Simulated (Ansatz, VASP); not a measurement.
**One calculation of MgZn4O, two programs**

```
CELL_PARAMETERS angstrom
3.45851 -3.51818 0.00000
3.45851 3.51818 0.00000
0.00000 0.00000 3.23282
ATOMIC_POSITIONS crystal
Mg 0.50000 0.50000 0.50000
Zn 0.69180 0.69180 0.00000
Zn 0.79844 0.20156 0.50000
Zn 0.20156 0.79844 0.50000
Zn 0.30820 0.30820 0.00000
O 0.00000 0.00000 0.00000
```

Change from the starting cell: species swapped into the TaAlO4 type (Cmmm, No. 65).

Alike in both runs: task relaxation of cell and atoms; functional PBE; k mesh 3 × 3 × 5; occupations gaussian, width 0.2 eV; no spin polarisation.

```csv
,VASP,Ansatz
version,VASP 6.6.1,Ansatz 0.2.0
potentials or method,"VASP PAW PBE potentials, release 64 (Mg, Zn, O), cutoff 600 eV","scalar-relativistic, plane waves, PAW"
valence electrons in the cell,56,64
```

|  | VASP | Ansatz | Ansatz less VASP |
| --- | --- | --- | --- |
| gap on the k mesh at the Fermi level, each at its own relaxed structure (eV) | none | none | - |
| relaxed volume (Å³/atom) | 19.01 | 19.27 | +0.251 |
| relaxed cell length with the largest relative difference (Å) | 5.942 | 6.002 | +0.0597 |

A gap of «none» marks a metal or a gap that the smearing closes. VASP's potentials hold 56 valence electrons a cell and Ansatz's 64, so a difference there can come from the potentials and not from the codes.

The k mesh is coarse, so the values compare programs but aren't converged. Noted on VASP's run: the volume moved by over 15 % at a fixed basis, so the end points are rough.
